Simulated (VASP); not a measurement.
# CaO (Fm-3m) in VASP: phonons with r2SCAN

Aim: the phonons of CaO with r2SCAN.

Program: VASP 6.6.1. These are calculated values, not measurements. Logs are shortened: lines on timing, memory, paths and dates and some standing lists are left out, and cuts for length are marked.

## 1. The cell of the first run

It takes space group Fm-3m (No. 225, cubic). Conventional cell: a = 4.795 Å, b = 4.795 Å, c = 4.795 Å, α = 90.00°, β = 90.00°, γ = 90.00°. Ca (site symmetry m-3m) has 6 O at 2.40 Å within 3.2 Å. Within 3.2 Å of O (site symmetry m-3m) lie 6 Ca at 2.40 Å.

## 2. Phonons, r2SCAN

Input file INCAR:

```
SYSTEM = CaO
ALGO = Normal
EDIFF = 1E-8
ENCUT = 520
IBRION = 6
ISIF = 2
ISMEAR = 0
LASPH = .True.
LCHARG = .False.
LMIXTAU = .True.
LREAL = .False.
LWAVE = .False.
METAGGA = R2SCAN
NELM = 60
NFREE = 2
NSW = 1
POTIM = 0.015
PREC = Accurate
SIGMA = 0.01
```

Input file KPOINTS:

```
k-points
0
Gamma
  8 8 8
  0 0 0
```

Input file POSCAR:

```
CaO
1.0
    0.0000000000      2.3976771526      2.3976771526
    2.3976771526      0.0000000000      2.3976771526
    2.3976771526      2.3976771526      0.0000000000
Ca O
1 1
Direct
    0.0000000000      0.0000000000      0.0000000000
    0.5000000000      0.5000000000      0.5000000000
```

Potentials or basis: VASP PAW PBE potentials, release 64 (Ca_sv, O).

Launch:

```console
> cat potpaw_PBE.64/Ca_sv/POTCAR potpaw_PBE.64/O/POTCAR > POTCAR
> mpirun -np 1 vasp_std > vasp.out
```

OUTCAR:

```text
SYSTEM = CaO
   EDIFF = 1E-8
   ENCUT = 520
   IBRION = 6
   ISIF = 2
   ISMEAR = 0
   LASPH = .True.
   LREAL = .False.
   METAGGA = R2SCAN
   NELM = 60
   NFREE = 2
   NSW = 1
   POTIM = 0.015
   PREC = Accurate

 ion  position               nearest neighbor table
   1  0.000  0.000  0.000-   2 2.40   2 2.40   2 2.40   2 2.40   2 2.40   2 2.40
   2  0.500  0.500  0.500-   1 2.40   1 2.40   1 2.40   1 2.40   1 2.40   1 2.40

  LATTYP: Found a face centered cubic cell.
 ALAT       =     4.7953543052

  Lattice vectors:

 A1 = (   0.0000000000,   2.3976771526,   2.3976771526)
 A2 = (   2.3976771526,   0.0000000000,   2.3976771526)
 A3 = (   2.3976771526,   2.3976771526,   0.0000000000)

Analysis of symmetry for initial positions (statically):
=====================================================================
 Subroutine PRICEL returns:
 Original cell was already a primitive cell.

 Routine SETGRP: Setting up the symmetry group for a
 face centered cubic supercell.

 Subroutine GETGRP returns: Found 48 space group operations
 (whereof 48 operations were pure point group operations)
 out of a pool of 48 trial point group operations.

The static configuration has the point symmetry O_h .

Analysis of symmetry for dynamics (positions and initial velocities):
=====================================================================
 Subroutine PRICEL returns:
 Original cell was already a primitive cell.

 Routine SETGRP: Setting up the symmetry group for a
 face centered cubic supercell.

 Subroutine GETGRP returns: Found 48 space group operations
 (whereof 48 operations were pure point group operations)
 out of a pool of 48 trial point group operations.

The dynamic configuration has the point symmetry O_h .

 Subroutine INISYM returns: Found 48 space group operations
 (whereof 48 operations are pure point group operations),
 and found     1 'primitive' translations

----------------------------------------------------------------------------------------

                                     Primitive cell

  volume of cell :      27.5678

  direct lattice vectors                    reciprocal lattice vectors
     0.000000000  2.397677153  2.397677153    -0.208535165  0.208535165  0.208535165
     2.397677153  0.000000000  2.397677153     0.208535165 -0.208535165  0.208535165
     2.397677153  2.397677153  0.000000000     0.208535165  0.208535165 -0.208535165

  length of vectors
     3.390827547  3.390827547  3.390827547     0.361193500  0.361193500  0.361193500

  position of ions in fractional coordinates (direct lattice)
     0.000000000  0.000000000  0.000000000
     0.500000000  0.500000000  0.500000000

  ion indices of the primitive-cell ions
   primitive index   ion index
                 1           1
                 2           2

----------------------------------------------------------------------------------------

 KPOINTS: k-points

Automatic generation of k-mesh.
 Grid dimensions read from file:
 generate k-points for:    8    8    8

 Generating k-lattice:

  Cartesian coordinates                     Fractional coordinates (reciprocal lattice)
    -0.026066896  0.026066896  0.026066896     0.125000000  0.000000000  0.000000000
     0.026066896 -0.026066896  0.026066896     0.000000000  0.125000000  0.000000000
     0.026066896  0.026066896 -0.026066896     0.000000000  0.000000000  0.125000000

[... 57 lines left out ...]
   LREAL  =      F    real-space projection
   EDIFFG = 0.1E-06   stopping-criterion for IOM
   NSW    =     61    number of steps for IOM
   IBRION =      6    ionic relax: 0-MD 1-quasi-New 2-CG
   NFREE  =      2    steps in history (QN), initial steepest desc. (CG)
   ISIF   =      2    stress and relaxation
   ISYM   =      2    0-nonsym 1-usesym 2-fastsym
   POTIM  = 0.0150    time-step for ionic-motion
   TEBEG  =    0.0;   TEEND  =   0.0 temperature during run
   PSTRESS=    0.0 pullay stress
   NELECT =      16.0000    total number of electrons
   NUPDOWN=      -1.0000    fix difference up-down
   EMIN   =  10.00;   EMAX   =-10.00  energy-range for DOS
   EFERMI =   0.00;   METHOD = LEGACY
   ISMEAR =     0;   SIGMA  =   0.01  broadening in eV -4-tet -1-fermi 0-gaus
   EFERMI_NEDOS =   21; number of points for ismear=-14 and -15
   IALGO  =     38    algorithm
   IMIX   =      4    mixing-type and parameters
     AMIX     =   0.40;   BMIX     =  1.00
     AMIX_MAG =   1.60;   BMIX_MAG =  1.00
  volume/ion in A,a.u.               =      13.78        93.02
  Fermi-wavevector in a.u.,A,eV,Ry     =   1.365570  2.580554 25.371910  1.864783
  Thomas-Fermi vector in A             =   2.491787
   LORBIT       =      0    0 simple, 1 ext, 2 COOP (PROOUT), +10 PAW based schemes
   METAGGA = R2SCAN    functional components
   LHFCALC =     F    Hartree Fock is set to
   AEXX    =    0.0000 exact exchange contribution
   IVDW    =     0    specifies the selected vdW correction
   LEPSILON=     F    determine dielectric tensor
   LRPA    =     F    only Hartree local field effects (RPA)
 finite differences with symmetry
 non-spin polarized calculation
 Gauss-broadening in eV      SIGMA  =   0.01
  energy-cutoff  :      520.00
  volume of cell :       27.57
 maximum number of plane-waves:       754
 NGX is ok and might be reduce to    28
   NGX = 13   NGY = 13   NGZ = 13

--------------------------------------- Ionic step        1  -------------------------------------------

 number of electron      15.9999997 magnetization

 Free energy of the ion-electron system (eV)
  ---------------------------------------------------
  ext. energy  EPLUGINS =         0.00000000
  ---------------------------------------------------
  free energy    TOTEN  =       -19.45307640 eV

  energy without entropy =      -19.45307640  energy(sigma->0) =      -19.45307640

------------------------ aborting loop because EDIFF is reached ----------------------------------------

  FORCE on cell =-STRESS in cart. coord.  units (eV):
  Direction    XX          YY          ZZ          XY          YZ          ZX
  --------------------------------------------------------------------------------------
  -------------------------------------------------------------------------------------
  Total        0.1788256      0.1788256      0.1788256      0.0000000      0.0000000     -0.0000000
  in kB       10.3929335     10.3929335     10.3929335      0.0000000      0.0000000     -0.0000000
  external PRESSURE =      10.3929335 kB  Pullay stress =       0.0000000 kB
[... 131 lines left out ...]
--------------------------------------- Ionic step        5  -------------------------------------------

 number of electron      15.9999999 magnetization

 Free energy of the ion-electron system (eV)
  ---------------------------------------------------
  ext. energy  EPLUGINS =         0.00000000
  ---------------------------------------------------
  free energy    TOTEN  =       -19.45266829 eV

  energy without entropy =      -19.45266829  energy(sigma->0) =      -19.45266829

 E-fermi :   2.1961     XC(G=0): -11.1108

 val. band max:        2.0532098641   @ k =   0.0000   0.0000   0.0000
 cond. band min:       6.2408214240   @ k =   0.0000   0.5000   0.5000
 fundamental gap:      4.1876115599
 Fermi energy:         2.1960582514

 k-point     1 :       0.0000    0.0000    0.0000
  band No.  band energies     occupation
      1     -36.9727      2.00000
      2     -16.8599      2.00000
      3     -16.8596      2.00000
      4     -16.8596      2.00000
      5     -14.4325      2.00000
      6       2.0532      2.00000
      7       2.0532      2.00000
      8       2.0532      2.00000
      9       7.5406      0.00000
     10       8.9243      0.00000
     11       8.9253      0.00000
     12       8.9253      0.00000
[... 331 lines left out ...]
 k-point    24 :      -0.3750    0.2500    0.1250
  band No.  band energies     occupation
      1     -36.8520      2.00000
      2     -17.8451      2.00000
      3     -17.1002      2.00000
      4     -16.9862      2.00000
      5     -13.4335      2.00000
      6       0.0185      2.00000
      7       0.9288      2.00000
      8       0.9924      2.00000
      9       9.4604      0.00000
     10       9.5521      0.00000
     11      11.5469      0.00000
     12      11.7794      0.00000

 [... further k-points ...]
[... 5 lines left out ...]
  --------------------------------------------------------------------------------------
  -------------------------------------------------------------------------------------
  Total        0.1851763      0.1783238      0.1783238      0.0000000      0.0000000      0.0000000
  in kB       10.7620239     10.3637728     10.3637728      0.0000000      0.0000000      0.0000000
  external PRESSURE =      10.4965232 kB  Pullay stress =       0.0000000 kB
[... 17 lines left out ...]
  FREE ENERGIE OF THE ION-ELECTRON SYSTEM (eV)
  ---------------------------------------------------
  free  energy   TOTEN  =       -19.4526682937 eV

  energy  without entropy=      -19.4526682937  energy(sigma->0) =      -19.45266829

 INTERNAL STRAIN TENSORS FROM DISPLACED ATOMS
 ============================================

 INTERNAL STRAIN TENSOR FOR ION    1 for displacements in x,y,z  (eV/Angst):
          X           Y           Z          XY          YZ          ZX
  --------------------------------------------------------------------------------
  x     0.00000     0.00000     0.00000     0.00000     0.00000     0.00000
  y     0.00000     0.00000     0.00000     0.00000     0.00000     0.00000
  z     0.00000     0.00000     0.00000     0.00000     0.00000     0.00000

 INTERNAL STRAIN TENSOR FOR ION    2 for displacements in x,y,z  (eV/Angst):
          X           Y           Z          XY          YZ          ZX
  --------------------------------------------------------------------------------
  x     0.00000     0.00000     0.00000     0.00000     0.00000     0.00000
  y     0.00000     0.00000     0.00000     0.00000     0.00000     0.00000
  z     0.00000     0.00000     0.00000     0.00000     0.00000     0.00000

 Eigenvectors and eigenvalues of the dynamical matrix
 ----------------------------------------------------

   1 f  =    8.920862 THz    56.051428 2PiTHz  297.567918 cm-1    36.893703 meV
             X         Y         Z           dx          dy          dz
      0.000000  0.000000  0.000000     0.000000    0.533487    0.000000
      2.397677  2.397677  2.397677    -0.000000   -0.845808    0.000000
[... 21 lines left out ...]
   6 f/i=    0.006998 THz     0.043968 2PiTHz    0.233420 cm-1     0.028940 meV
             X         Y         Z           dx          dy          dz
      0.000000  0.000000  0.000000    -0.721330    0.441673    0.000000
      2.397677  2.397677  2.397677    -0.454973    0.278582    0.000000

 ELASTIC MODULI CONTR FROM IONIC RELAXATION (kBar)
 Direction    XX          YY          ZZ          XY          YZ          ZX
 --------------------------------------------------------------------------------
 XX           0.0000      0.0000      0.0000      0.0000      0.0000      0.0000
 YY           0.0000      0.0000      0.0000      0.0000      0.0000      0.0000
 ZZ           0.0000      0.0000      0.0000      0.0000      0.0000      0.0000
 XY           0.0000      0.0000      0.0000      0.0000      0.0000      0.0000
 YZ           0.0000      0.0000      0.0000      0.0000      0.0000      0.0000
 ZX           0.0000      0.0000      0.0000      0.0000      0.0000      0.0000
 --------------------------------------------------------------------------------
```

It took 8.5 min on 1 thread of Intel Xeon 8259CL, shared host; peak memory 0.2 GiB.

What came out:

```yaml
Highest_phonon_frequency_at_Γ_LO-TO_splitting_left_out: 298 cm⁻¹
```

Phonon frequencies in cm⁻¹ (negative: imaginary):
```csv
q point,frequencies
"(0.000, 0.000, 0.000)",0 0 0 298 298 298
```

Caveat: the cell stands under pressure or tension, which shifts response properties; the PAW data sets were made with another functional, which shifts forces and pressure a little.
